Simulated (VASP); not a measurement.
A run of VASP 6.6.1 is set up as follows.

Contents of INCAR:

```
PREC = Accurate
ENCUT = 520
EDIFF = 1E-6
ISMEAR = 0
SIGMA = 0.05
LREAL = False
LASPH = True
NELM = 100
ALGO = Normal
ISIF = 2
LWAVE = False
LCHARG = False
GGA = PE
NBANDS = 16
```

The input KPOINTS:

```
regular mesh
0
Gamma
  10 10 10
```

File POSCAR:

```
GaN
1.0
    0.1055765035      2.2535006075      2.2535006075
    2.2535006075      0.1055765035      2.2535006075
    2.3590771110      2.3590771110      0.0000000000
Ga N
1 1
Direct
    0.0000000000      0.0000000000      0.0000000000
    0.7500000000      0.7500000000      0.7500000000
```

Potentials or basis: VASP PAW PBE potentials, release 64 (Ga_d, N).

Run with:

```sh
$ cat potpaw_PBE.64/Ga_d/POTCAR potpaw_PBE.64/N/POTCAR > POTCAR
$ mpirun -np 1 vasp_std > vasp.out
```

**Question.** What does it give for the band gap on the k mesh?

**Answer.** 1.38 eV, direct.

**Question.** What does it give for the pressure?

**Answer.** 7.3 GPa.

**Question.** What does it give for the largest force?

**Answer.** 0.822 eV/Å.

Stress tensor (GPa, compression positive):
```
  7.67 -18.15   0.00
-18.15   7.67   0.00
  0.00   0.00   6.67
```

Caveat: the cell differs from its parent crystal (strain +0.0937 x Voigt [0, 0, 0, 0, 0, 1]).
